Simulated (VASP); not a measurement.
# Al48N47 (a cell with a defect) in VASP: notebook

The runs below take Al48N47 (a cell with a defect) through single point, with PBEsol.

Program: VASP 6.6.1. These are calculated values, not measurements. Logs are shortened: lines on timing, memory, paths and dates and some standing lists are left out, and cuts for length are marked.

**1. The cell of the first run**

The cell holds a defect, 95 atoms: a = 9.341 Å, b = 10.787 Å, c = 9.967 Å, α = 90.00°, β = 90.00°, γ = 90.00°.

**2. Single point, PBEsol**

INCAR

```
  PREC = Accurate
  ENCUT = 520
  EDIFF = 1E-6
  ISMEAR = -1
  SIGMA = 0.05
  LREAL = Auto
  LASPH = True
  NELM = 120
  ALGO = Normal
  ISIF = 2
  LWAVE = False
  LCHARG = True
  GGA = PS
  LELF = True
  LVHAR = True
  NELECT = 376.0
  ISYM = -1
  NBANDS = 242
  GGA_COMPAT = False
```

KPOINTS

```
explicit points
1
Reciprocal
  0.25000000   0.25000000   0.25000000 1
```

POSCAR

```
Al48N47
1.0
    9.3414480000      0.0000000000      0.0000000000
    0.0000000000     10.7865750000      0.0000000000
    0.0000000000      0.0000000000      9.9670570000
Al N
48 47
Direct
    0.1655730000      0.0837650000      0.2467650000
    0.1657580000      0.0834180000      0.7489000000
    0.9997560000      0.3328380000      0.2482780000
    0.9997660000      0.3318700000      0.7496510000
    0.4997750000      0.0837560000      0.2480000000
    0.4997690000      0.0846270000      0.7494470000
    0.3320230000      0.3324240000      0.2472450000
    0.3284340000      0.3312410000      0.7516900000
    0.1662210000      0.5824180000      0.2469200000
    0.1629680000      0.5805970000      0.7515960000
    0.9997590000      0.8336170000      0.2475210000
    0.9997820000      0.8335440000      0.7491620000
    0.8339550000      0.0837540000      0.2467480000
    0.8337660000      0.0834180000      0.7489090000
    0.6674970000      0.3324080000      0.2472700000
    0.6711240000      0.3312300000      0.7516900000
    0.4997770000      0.5832220000      0.1848080000
    0.4997730000      0.5830800000      0.7557530000
    0.3330350000      0.8348760000      0.2470400000
    0.3335780000      0.8382030000      0.7515810000
    0.8333120000      0.5824590000      0.2469710000
    0.8366240000      0.5805760000      0.7515810000
    0.6665090000      0.8348710000      0.2470270000
    0.6659700000      0.8381970000      0.7515860000
    0.9998020000      0.1680500000      0.4985360000
    0.9997900000      0.1668520000      0.9983210000
    0.3304130000      0.1622150000      0.4982180000
    0.3323000000      0.1648790000      0.9993830000
    0.1653910000      0.4151060000      0.5004240000
    0.1653590000      0.4156870000      0.0000240000
    0.9998180000      0.6662440000      0.4975160000
    0.9998000000      0.6674270000      0.0002960000
    0.6691750000      0.1622000000      0.4982200000
    0.6672760000      0.1648760000      0.9993820000
    0.4998180000      0.3804270000      0.5141880000
    0.4997900000      0.4080730000      0.9950830000
    0.2998120000      0.6845440000      0.5137650000
    0.3252950000      0.6710800000      0.9948830000
    0.1629310000      0.9206940000      0.4981620000
    0.1648720000      0.9180790000      0.9991780000
    0.8341670000      0.4151060000      0.5004260000
    0.8342180000      0.4157060000      0.0000360000
    0.6997490000      0.6845030000      0.5138110000
    0.6742910000      0.6710870000      0.9948710000
    0.4997710000      0.9185990000      0.5002760000
    0.4997970000      0.9182640000      0.9998420000
    0.8366950000      0.9206720000      0.4981930000
    0.8347260000      0.9180840000      0.9991730000
    0.9997690000      0.1671960000      0.1888630000
    0.9997770000      0.1663970000      0.6889050000
    0.3330730000      0.1665920000      0.1900510000
    0.3331090000      0.1670490000      0.6884070000
    0.1668350000      0.4168000000      0.1906470000
    0.1660840000      0.4165050000      0.6899280000
    0.9997680000      0.6661860000      0.1912050000
    0.9998110000      0.6662880000      0.6877510000
    0.6664840000      0.1665920000      0.1900600000
    0.6664460000      0.1670250000      0.6884220000
    0.4997680000      0.4142530000      0.1885850000
    0.4998020000      0.4177190000      0.6936730000
    0.3309080000      0.6680910000      0.1884370000
    0.3345010000      0.6662630000      0.6935930000
    0.1663280000      0.9165530000      0.1899800000
    0.1665760000      0.9160660000      0.6882280000
    0.8326960000      0.4168250000      0.1907090000
    0.8334970000      0.4164930000      0.6899350000
    0.6686280000      0.6681000000      0.1884070000
    0.6650940000      0.6662250000      0.6936650000
    0.4997810000      0.9165490000      0.1905670000
    0.4997740000      0.9175060000      0.6897670000
    0.8332140000      0.9165440000      0.1899530000
    0.8329940000      0.9160530000      0.6882460000
    0.1647400000      0.0840430000      0.4378550000
    0.1660620000      0.0833150000      0.9390900000
    0.9997570000      0.3344290000      0.4394520000
    0.9997800000      0.3335560000      0.9398170000
    0.4997630000      0.0837720000      0.4395690000
    0.4997780000      0.0837870000      0.9397800000
    0.3320430000      0.3327850000      0.4393030000
    0.3314480000      0.3320330000      0.9400290000
    0.1676970000      0.5820980000      0.4391870000
    0.1648350000      0.5826930000      0.9400450000
    0.9997730000      0.8320320000      0.4394750000
    0.9997850000      0.8327800000      0.9396390000
    0.8348040000      0.0840240000      0.4378430000
    0.8334970000      0.0833180000      0.9390970000
    0.6675170000      0.3327080000      0.4393200000
    0.6681120000      0.3320410000      0.9400360000
    0.4997710000      0.5832400000      0.9526800000
    0.3334330000      0.8347380000      0.4392160000
    0.3327330000      0.8353610000      0.9399560000
    0.8318500000      0.5821270000      0.4392830000
    0.8347110000      0.5826980000      0.9400300000
    0.6660830000      0.8347040000      0.4392310000
    0.6668380000      0.8353710000      0.9399600000
```

Potentials or basis: VASP PAW PBE potentials, release 64 (Al, N).

On the command line:

```
$ cat potpaw_PBE.64/Al/POTCAR potpaw_PBE.64/N/POTCAR > POTCAR
$ mpirun -np 1 vasp_std > vasp.out
```

OUTCAR:

```text
PREC = Accurate
   ENCUT = 520
   EDIFF = 1E-6
   ISMEAR = -1
   LREAL = Auto
   LASPH = True
   NELM = 120
   ISIF = 2
   GGA = PS
   NELECT = 376.0
   ISYM = -1

 ion  position               nearest neighbor table
   1  0.166  0.084  0.247-  49 1.88  51 1.89  63 1.89  73 1.90  28 3.04  40 3.05  26 3.06  27 3.06
                            39 3.06  25 3.09  13 3.10   7 3.10   3 3.10  19 3.11  11 3.11   5 3.12
   2  0.166  0.083  0.749-  50 1.89  74 1.90  52 1.90  64 1.90  39 3.05  27 3.05  26 3.06  40 3.07
                            28 3.07  20 3.07   8 3.08  25 3.08   4 3.10  14 3.10  12 3.11   6 3.12
   3  1.000  0.333  0.248-  49 1.88  65 1.89  53 1.89  75 1.91  42 3.05  30 3.05  25 3.06  26 3.07
                            41 3.08  29 3.08   1 3.10  13 3.10  15 3.10   7 3.10   9 3.11  21 3.11
   4  1.000  0.332  0.750-  50 1.88  76 1.90  66 1.90  54 1.90  26 3.05  41 3.06  29 3.06  25 3.06
                            16 3.07   8 3.07  42 3.07  30 3.07  22 3.09  10 3.09   2 3.10  14 3.10
   5  0.500  0.084  0.248-  51 1.89  57 1.89  69 1.89  77 1.91  46 3.05  28 3.06  34 3.06  27 3.07
                            33 3.07  45 3.08  19 3.10  23 3.10  15 3.11   7 3.11  13 3.12   1 3.12
   6  0.500  0.085  0.749-  58 1.89  52 1.89  78 1.90  70 1.90  45 3.06  28 3.07  34 3.07  46 3.07
                            27 3.08  33 3.08  20 3.08  24 3.08  16 3.10   8 3.10  14 3.12   2 3.12
   7  0.332  0.332  0.247-  51 1.88  53 1.88  59 1.89  79 1.91  30 3.05  28 3.06  36 3.07  29 3.10
                             1 3.10  27 3.10   3 3.10   5 3.11   9 3.11  35 3.13  15 3.13  17 3.19
   8  0.328  0.331  0.752-  80 1.88  54 1.88  52 1.88  60 1.94  35 2.91  36 3.02  30 3.05  28 3.05
                            29 3.07   4 3.07   2 3.08  10 3.10   6 3.10  27 3.12  18 3.15  16 3.20
   9  0.166  0.582  0.247-  53 1.87  55 1.88  61 1.89  81 1.92  30 3.05  32 3.05  38 3.07  31 3.08
                            29 3.11   3 3.11   7 3.11  21 3.11  11 3.12  19 3.14  37 3.14  17 3.18
  10  0.163  0.581  0.752-  54 1.87  82 1.88  56 1.89  62 1.94  37 2.92  38 3.02  22 3.05  30 3.05
                            32 3.06  29 3.07   4 3.09  31 3.10   8 3.10  12 3.13  18 3.15  20 3.20
  11  1.000  0.834  0.248-  71 1.88  63 1.88  55 1.89  83 1.91  32 3.05  48 3.06  40 3.06  47 3.07
                            39 3.07  31 3.08  13 3.11   1 3.11  23 3.11  19 3.11  21 3.12   9 3.12
  12  1.000  0.834  0.749-  72 1.89  64 1.89  84 1.90  56 1.91  48 3.07  40 3.07  47 3.08  39 3.08
                            32 3.08  31 3.09   2 3.11  14 3.11  20 3.12  24 3.12  10 3.13  22 3.13
  13  0.834  0.084  0.247-  49 1.88  57 1.89  71 1.89  85 1.90  34 3.04  48 3.05  26 3.06  33 3.06
                            47 3.06  25 3.09   1 3.10  15 3.10   3 3.10  23 3.11  11 3.11   5 3.12
  14  0.834  0.083  0.749-  50 1.89  86 1.90  58 1.90  72 1.90  47 3.05  33 3.05  26 3.07  48 3.07
                            34 3.07  24 3.07  16 3.07  25 3.08   4 3.10   2 3.10  12 3.11   6 3.12
  15  0.667  0.332  0.247-  57 1.88  65 1.88  59 1.89  87 1.91  42 3.05  34 3.06  36 3.07  41 3.10
                            13 3.10  33 3.10   3 3.10   5 3.11  21 3.11  35 3.13   7 3.13  17 3.19
  16  0.671  0.331  0.752-  88 1.88  66 1.88  58 1.88  60 1.94  35 2.91  36 3.02  42 3.05  34 3.05
                            41 3.07   4 3.07  14 3.07  22 3.10   6 3.10  33 3.12  18 3.15   8 3.20
  17  0.500  0.583  0.185-  59 1.82  67 1.82  61 1.82  89 2.31  38 2.67  44 2.67  36 2.67  21 3.18
                             9 3.18   7 3.19  15 3.19  23 3.19  19 3.19
  18  0.500  0.583  0.756-  60 1.89  68 1.89  62 1.89  89 1.96  38 3.04  44 3.04  36 3.04  10 3.15
                            22 3.15   8 3.15  16 3.15  24 3.16  20 3.16  43 3.24  37 3.24  35 3.25
  19  0.333  0.835  0.247-  69 1.88  63 1.88  61 1.89  90 1.92  46 3.05  40 3.06  38 3.07  45 3.10
                             5 3.10  39 3.11   1 3.11  11 3.11  23 3.12  37 3.13   9 3.14  17 3.19
  20  0.334  0.838  0.752-  70 1.88  91 1.88  64 1.88  62 1.94  37 2.91  38 3.02  46 3.05  40 3.05
[... 9 lines left out ...]
[... 348 lines left out ...]
   NELECT =     376.0000    total number of electrons
   NUPDOWN=      -1.0000    fix difference up-down
   EMIN   =  10.00;   EMAX   =-10.00  energy-range for DOS
   EFERMI =   0.00;   METHOD = LEGACY
   ISMEAR =    -1;   SIGMA  =   0.05  broadening in eV -4-tet -1-fermi 0-gaus
   EFERMI_NEDOS =   21; number of points for ismear=-14 and -15
   IALGO  =     38    algorithm
   IMIX   =      4    mixing-type and parameters
     AMIX     =   0.40;   BMIX     =  1.00
     AMIX_MAG =   1.60;   BMIX_MAG =  1.00
  volume/ion in A,a.u.               =      10.57        71.34
  Fermi-wavevector in a.u.,A,eV,Ry     =   1.179911  2.229708 18.941891  1.392190
  Thomas-Fermi vector in A             =   2.316213
   LORBIT       =      0    0 simple, 1 ext, 2 COOP (PROOUT), +10 PAW based schemes
   GGA     = PS    functional components
   LHFCALC =     F    Hartree Fock is set to
   AEXX    =    0.0000 exact exchange contribution
   IVDW    =     0    specifies the selected vdW correction
   LEPSILON=     F    determine dielectric tensor
   LRPA    =     F    only Hartree local field effects (RPA)
 non-spin polarized calculation
  energy-cutoff  :      520.00
  volume of cell :     1004.30
 maximum number of plane-waves:     27045
 NGX is ok and might be reduce to    70
   NGX = 35   NGY = 41   NGZ = 37

 number of electron     375.9999994 magnetization

 Free energy of the ion-electron system (eV)
  ---------------------------------------------------
  ext. energy  EPLUGINS =         0.00000000
  ---------------------------------------------------
  free energy    TOTEN  =      -760.03307000 eV

  energy without entropy =     -760.03306994  energy(sigma->0) =     -760.03306997

 E-fermi :   6.7585     XC(G=0): -10.9932

 val. band max:        5.8486643649   @ k =   0.2500   0.2500   0.2500
 cond. band min:       7.6592277948   @ k =   0.2500   0.2500   0.2500
 fundamental gap:      1.8105634299
 Fermi energy:         6.7584506359

 k-point     1 :       0.2500    0.2500    0.2500
  band No.  band energies     occupation
      1      -9.0433      2.00000
      2      -8.6716      2.00000
      3      -8.6262      2.00000
      4      -8.5072      2.00000
      5      -8.2063      2.00000
      6      -8.1822      2.00000
[... 192 lines left out ...]
    199      11.5189      0.00000
    200      11.5751      0.00000
 [bands above 200 left out]

------------------------ aborting loop because EDIFF is reached ----------------------------------------

  FORCE on cell =-STRESS in cart. coord.  units (eV):
  Direction    XX          YY          ZZ          XY          YZ          ZX
  --------------------------------------------------------------------------------------
  -------------------------------------------------------------------------------------
  Total      -18.4436594    -18.6797776    -23.4309690      0.1078720     -0.2130359     -0.0827948
  in kB      -29.4234074    -29.8000898    -37.3797267      0.1720896     -0.3398589     -0.1320835
  external PRESSURE =     -32.2010746 kB  Pullay stress =       0.0000000 kB

 VOLUME and BASIS-vectors are now :
 -----------------------------------------------------------------------------
  energy-cutoff  :      520.00
  volume of cell :     1004.30
      direct lattice vectors                 reciprocal lattice vectors
     9.341448000  0.000000000  0.000000000     0.107049785  0.000000000  0.000000000
     0.000000000 10.786575000  0.000000000     0.000000000  0.092707834  0.000000000
     0.000000000  0.000000000  9.967057000     0.000000000  0.000000000  0.100330519

 POSITION                                       TOTAL-FORCE (eV/Angst)
 -----------------------------------------------------------------------------------
      1.54669      0.90354      2.45952         0.003441      0.000408     -0.005370
      1.54842      0.89979      7.46433         0.001864      0.003856      0.000840
      9.33917      3.59018      2.47460         0.002862      0.000967      0.003173
      9.33926      3.57974      7.47181         0.003165     -0.004787      0.000269
      4.66862      0.90344      2.47183         0.000488      0.004623      0.003503
      4.66857      0.91284      7.46978         0.001028     -0.002336      0.001387
[... 87 lines left out ...]
      6.22218      9.00360      4.37784        -0.005120      0.017535     -0.010447
      6.22923      9.01079      9.36863         0.000849      0.007882      0.002785
 -----------------------------------------------------------------------------------
    total drift:                                0.015863      0.014591      0.010250

  FREE ENERGIE OF THE ION-ELECTRON SYSTEM (eV)
  ---------------------------------------------------
  free  energy   TOTEN  =      -760.0330700019 eV

  energy  without entropy=     -760.0330699440  energy(sigma->0) =     -760.03306997
```

Wall time 14 min (1 thread of Intel Xeon Platinum 8259CL at 2.50GHz (Skylake/Cascade Lake), shared host); peak memory 0.9 GiB.

What came out:

```
Free energy   : -760.0331 eV
Largest force : 0.025 eV/Å
```

Forces in eV/Å, atoms in the order of the input:
```
Al   0.003  0.000 -0.005
Al   0.002  0.004  0.001
Al   0.003  0.001  0.003
Al   0.003 -0.005  0.000
Al   0.000  0.005  0.004
Al   0.001 -0.002  0.001
Al   0.008  0.004 -0.001
Al   0.008  0.002 -0.002
Al   0.011  0.007  0.000
Al   0.009  0.003  0.001
Al   0.001  0.005  0.008
Al   0.001  0.008 -0.002
Al  -0.005  0.001 -0.004
Al  -0.001  0.002  0.001
Al  -0.007  0.006  0.000
Al  -0.004  0.002 -0.001
Al  -0.001  0.000  0.001
Al  -0.002 -0.003  0.001
Al  -0.004 -0.008  0.000
Al   0.001 -0.010 -0.001
Al  -0.009  0.009 -0.002
Al  -0.007  0.006  0.003
Al   0.003 -0.006  0.000
Al   0.001 -0.008 -0.002
Al  -0.001  0.000  0.007
Al   0.002 -0.004 -0.002
Al   0.001  0.002  0.001
Al  -0.003 -0.004  0.001
Al   0.005  0.000 -0.002
Al   0.000 -0.005 -0.002
Al   0.003 -0.008 -0.001
Al   0.000 -0.001  0.000
Al   0.000  0.001  0.000
Al   0.003 -0.004  0.001
Al  -0.003  0.004  0.011
Al  -0.002  0.016  0.003
Al   0.000 -0.007  0.010
Al   0.013 -0.005 -0.001
Al  -0.002  0.000 -0.004
Al   0.007  0.001 -0.005
Al  -0.003 -0.002  0.000
Al   0.000 -0.004 -0.002
Al  -0.001 -0.003  0.011
Al  -0.014 -0.006  0.000
Al   0.001  0.000 -0.004
Al   0.001  0.002 -0.002
Al   0.003  0.001 -0.003
Al  -0.006 -0.001 -0.003
N   -0.001  0.003  0.002
N   -0.002  0.001 -0.002
N   -0.001 -0.004  0.003
N   -0.001 -0.001  0.000
N   -0.004 -0.002  0.000
N   -0.003 -0.001 -0.004
N   -0.002 -0.001 -0.002
N   -0.002 -0.004 -0.001
N   -0.001 -0.002  0.001
N    0.000 -0.001 -0.002
N    0.001 -0.017  0.006
N   -0.001 -0.001  0.006
N   -0.015  0.007  0.006
N   -0.003  0.001  0.010
N   -0.003  0.002  0.003
N   -0.003  0.001  0.001
N    0.001 -0.001 -0.001
N    0.001  0.000 -0.006
N    0.016  0.008  0.006
N    0.004  0.002  0.006
N    0.000  0.003  0.002
N    0.001  0.004 -0.003
N    0.003  0.002  0.002
N   -0.001  0.001  0.001
N   -0.003  0.000 -0.005
N    0.000 -0.001  0.003
N    0.000  0.003 -0.003
N   -0.001 -0.002  0.000
N    0.000  0.002 -0.001
N   -0.001 -0.001  0.000
N   -0.020 -0.001 -0.010
N   -0.009 -0.004  0.004
N   -0.013 -0.013 -0.010
N   -0.010 -0.004  0.003
N    0.000 -0.002 -0.004
N    0.000  0.001 -0.001
N    0.001 -0.001 -0.005
N   -0.001 -0.001  0.002
N    0.021 -0.002 -0.013
N    0.007 -0.006  0.003
N    0.000 -0.001  0.009
N    0.005  0.020 -0.011
N   -0.001  0.009  0.004
N    0.014 -0.014 -0.012
N    0.010 -0.004  0.002
N   -0.005  0.018 -0.010
N    0.001  0.008  0.003
```

Caveat: the cell carries a net charge on a neutralising background, which shifts energy and pressure; the cell is charged against a uniform background, so pressure and absolute levels hang on convention; the PAW data sets were made with another functional, which shifts forces and pressure a little.

**3. Single point, PBEsol**

Edit INCAR of step 2 so:

```diff
@@ -7,3 +7,3 @@
   LASPH = True
-  NELM = 120
+  NELM = 60
   ALGO = Normal
@@ -16,4 +16,3 @@
   NELECT = 376.0
-  ISYM = -1
+  ISYM = 0
   NBANDS = 242
-  GGA_COMPAT = False
```

KPOINTS

```
Automatic mesh
0
Gamma
  1 1 1
  0.25 0.25 0.25
```

POSCAR is that of step 2.

Potentials or basis: VASP PAW PBE potentials, release 64 (Al, N).

On the command line:

```
$ cat potpaw_PBE.64/Al/POTCAR potpaw_PBE.64/N/POTCAR > POTCAR
$ mpirun -np 1 vasp_std > vasp.out
```

Run time: 46 min. Hardware: 1 thread of AMD EPYC 7R43 (Zen 3), shared host; peak memory 1.2 GiB.

Results (log left out):

- Free energy: -760.0324 eV
- Largest force: 0.030 eV/Å

Forces on the atoms (eV/Å):
```
Al   0.005 -0.001 -0.006
Al   0.004  0.003  0.000
Al   0.002 -0.001  0.004
Al   0.005 -0.005  0.000
Al   0.001  0.003  0.002
Al   0.001 -0.003  0.001
Al   0.010  0.002  0.002
Al   0.008  0.001 -0.003
Al   0.010  0.009  0.000
Al   0.009  0.002  0.001
Al   0.004  0.005  0.008
Al   0.001  0.007 -0.002
Al  -0.004  0.000 -0.004
Al   0.001  0.000  0.001
Al  -0.005  0.005 -0.001
Al  -0.003  0.002  0.000
Al  -0.001  0.000  0.001
Al   0.002 -0.003  0.002
Al  -0.003 -0.007 -0.003
Al   0.002 -0.011  0.000
Al  -0.009  0.006 -0.001
Al  -0.008  0.006  0.004
Al   0.002 -0.005  0.003
Al   0.002 -0.012 -0.001
Al  -0.007 -0.003  0.007
Al  -0.001 -0.005 -0.002
Al  -0.003  0.004  0.000
Al  -0.005 -0.006  0.001
Al   0.003 -0.002 -0.002
Al  -0.002 -0.005 -0.004
Al  -0.004 -0.008 -0.002
Al  -0.004 -0.001  0.000
Al  -0.003 -0.002  0.000
Al   0.001 -0.005  0.001
Al  -0.010  0.002  0.011
Al  -0.004  0.015  0.003
Al  -0.003 -0.012  0.008
Al   0.011 -0.005 -0.001
Al  -0.009 -0.001 -0.003
Al   0.005  0.000 -0.003
Al  -0.005 -0.002 -0.001
Al  -0.002 -0.005 -0.001
Al  -0.002  0.002  0.013
Al  -0.017 -0.006 -0.002
Al   0.003 -0.001 -0.006
Al  -0.001  0.002 -0.001
Al  -0.004  0.000 -0.005
Al  -0.009 -0.002 -0.004
N    0.000  0.004  0.001
N   -0.002  0.002 -0.002
N   -0.001 -0.001  0.003
N   -0.001 -0.002  0.000
N   -0.003 -0.001  0.002
N   -0.005  0.000 -0.004
N    0.000 -0.001 -0.002
N   -0.002 -0.003 -0.001
N   -0.001 -0.001  0.000
N   -0.001  0.002 -0.002
N    0.001 -0.015  0.006
N   -0.002  0.000  0.006
N   -0.013  0.008  0.005
N   -0.005  0.000  0.011
N   -0.003  0.002 -0.001
N   -0.002  0.002  0.001
N    0.001 -0.001 -0.004
N    0.000 -0.001 -0.007
N    0.017  0.007  0.009
N    0.003  0.005  0.004
N   -0.002  0.004  0.001
N    0.000  0.005 -0.004
N    0.003  0.003  0.003
N    0.000  0.003  0.001
N    0.002  0.001 -0.002
N    0.001  0.000  0.003
N    0.005  0.005 -0.002
N   -0.001 -0.002  0.002
N    0.003  0.004  0.002
N    0.001  0.000  0.000
N   -0.018 -0.006 -0.012
N   -0.006 -0.003  0.003
N   -0.009 -0.009 -0.004
N   -0.006 -0.003  0.002
N    0.005 -0.001 -0.002
N    0.002  0.002 -0.001
N    0.006  0.000  0.000
N    0.001  0.001  0.003
N    0.026  0.003 -0.014
N    0.009 -0.005  0.002
N    0.001 -0.001  0.009
N    0.009  0.020 -0.012
N    0.001  0.010  0.004
N    0.016 -0.018 -0.018
N    0.014 -0.004  0.003
N   -0.002  0.019 -0.011
N    0.001  0.010  0.003
```

Levels at points of the mesh, in eV from the Fermi level:
| k point | band 186 | band 187 | band 188 | band 189 | band 190 | band 191 |
| --- | --- | --- | --- | --- | --- | --- |
| (0.25, 0.25, 0.25) | -1.10 | -1.00 | -0.91 | 0.90 | 3.70 | 3.76 |

Caveat: the cell carries a net charge on a neutralising background, which shifts energy and pressure; the cell is charged against a uniform background, so pressure and absolute levels hang on convention; the PAW data sets were made with another functional, which shifts forces and pressure a little.
